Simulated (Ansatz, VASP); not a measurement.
# One calculation of TiO2, two programs

INCAR

```
SYSTEM = TiO2
PREC     = Accurate       ! precision mode
ENCUT    = 520            ! plane-wave cutoff, eV
EDIFF    = 1E-6           ! SCF threshold, eV
ISMEAR   = 0              ! smearing method
SIGMA    = 0.05           ! smearing width, eV
LREAL    = .False.        ! projectors in reciprocal space
LASPH    = .True.         ! aspherical terms in the spheres
NELM     = 100            ! most SCF steps
ALGO     = Normal         ! electronic algorithm
ISIF     = 2              ! what is computed and relaxed
LWAVE    = .False.        ! write WAVECAR
LCHARG   = .False.        ! write CHGCAR
GGA      = PE             ! functional
NBANDS   = 33             ! bands
```

Contents of KPOINTS:

```
Automatic mesh
0
Gamma
  10 10 10
  0 0 0
```

The input POSCAR:

```
TiO2
1.0
   -1.8996112692      1.8996112692      4.7757216788
    1.8996112692     -1.8996112692      4.7757216788
    1.8996112692      1.8996112692     -4.7757216788
Ti O
2 4
Direct
    0.0000000000      0.0000000000      0.0000000000
    0.7500000000      0.2500000000      0.5000000000
    0.2065067269      0.2065067269      0.0000000000
    0.9565067269      0.4565067269      0.5000000000
    0.5434932731      0.0434932731      0.5000000000
    0.7934932731      0.7934932731      0.0000000000
```

Input for Ansatz:

```yaml
crystal:
  lattice:
    - [-1.8996112692, 1.8996112692, 4.7757216788]
    - [1.8996112692, -1.8996112692, 4.7757216788]
    - [1.8996112692, 1.8996112692, -4.7757216788]
  atoms:
    - { symbol: Ti, position: [0.0, 0.0, 0.0] }
    - { symbol: Ti, position: [0.75, 0.25, 0.5] }
    - { symbol: O, position: [0.2065067269, 0.2065067269, 0.0] }
    - { symbol: O, position: [0.9565067269, 0.4565067269, 0.5] }
    - { symbol: O, position: [0.5434932731, 0.0434932731, 0.5] }
    - { symbol: O, position: [0.7934932731, 0.7934932731, 0.0] }
basis:
  ecutwfc: 420
kpoints:
  mp_grid: { grid: [10, 10, 10] }
hamiltonian:
  xc: pbe
scf:
  occupations: { method: gaussian, width: 0.05 }
output:
  forces: true
  stress: true
  eigenvalues: true
```

Change from the starting cell: strain +0.000 along x and y, -0.015 along z, atoms carried along.

Alike in both runs: task single point; functional PBE; k mesh 10 × 10 × 10; occupations gaussian, width 0.05 eV; no spin polarisation.

|  | VASP | Ansatz |
| --- | --- | --- |
| version | VASP 6.6.1 | Ansatz 0.2.0 |
| potentials or method | VASP PAW PBE potentials, release 64 (Ti_sv, O), cutoff 520 eV | scalar-relativistic, plane waves, PAW |
| valence electrons in the cell | 48 | 48 |

```csv
,VASP,Ansatz,Ansatz less VASP
gap on the k mesh at the Fermi level (eV),2.14,2.16,+0.025
least direct gap on the mesh (eV),2.42,2.44,+0.022
pressure (GPa),4.1,3.4,-0.70
"traceless stress, the component that is largest in VASP (GPa)",2.65,2.54,-0.103
rms of the force components (eV/Å),0.140,0.128,-0.0115
```

Atom by atom the forces differ by 0.012 eV/Å (rms over components).
